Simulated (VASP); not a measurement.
Set up this calculation in VASP 6.6.1, as the native input.

| Quantity | Value |
| --- | --- |
| Task | single point |
| Functional | PBE |
| Potentials or basis | VASP PAW PBE potentials, release 64 (Be) |
| Cutoff | 600 eV |
| k mesh | 12 × 12 × 17 |
| Occupations | fermi-dirac, width 0.05 eV |
| Spin | no spin polarisation |
| Dipole correction | no |
| Further INCAR settings | ALGO = Normal; EDIFF = 1e-06; NBANDS = 10 |

The structure of Be lies in POSCAR:

```
Be
1.0
    3.0321208750      0.0000000000      0.0000000000
   -1.5160604375      2.6258937051      0.0000000000
    0.0000000000      0.0000000000      1.8110905718
Be
3
Direct
    0.0000000000      0.0000000000      0.0000000000
    0.3333333333      0.6666666667      0.5000000000
    0.6666666667      0.3333333333      0.5000000000
```

This isn't the form of Be at room conditions, which is hcp.

One way to write it, as run:

INCAR

```
PREC = Accurate
ENCUT = 600
EDIFF = 1E-6
ISMEAR = -1
SIGMA = 0.05
LREAL = F
LASPH = T
NELM = 120
ALGO = Normal
ISIF = 2
LWAVE = F
LCHARG = F
GGA = PE
NBANDS = 10
GGA_COMPAT = F
```

KPOINTS

```
regular mesh
0
Gamma
  12 12 17
```

Potentials or basis: VASP PAW PBE potentials, release 64 (Be).

Launch:

```console
$ cat potpaw_PBE.64/Be/POTCAR > POTCAR
$ mpirun -np 1 vasp_std > vasp.out
```

Results of the run:

| Quantity | Value |
| --- | --- |
| Pressure | 140.7 GPa |
| Band gap on the k mesh | zero (bands 3 and 4 overlap by 7.58 eV) |

Caveat: the cell stands under pressure.

Run time: 6 s on 1 thread of Intel(R) Xeon(R) 6975P-C (Granite Rapids), on a shared host, peak memory 0.13 GiB.
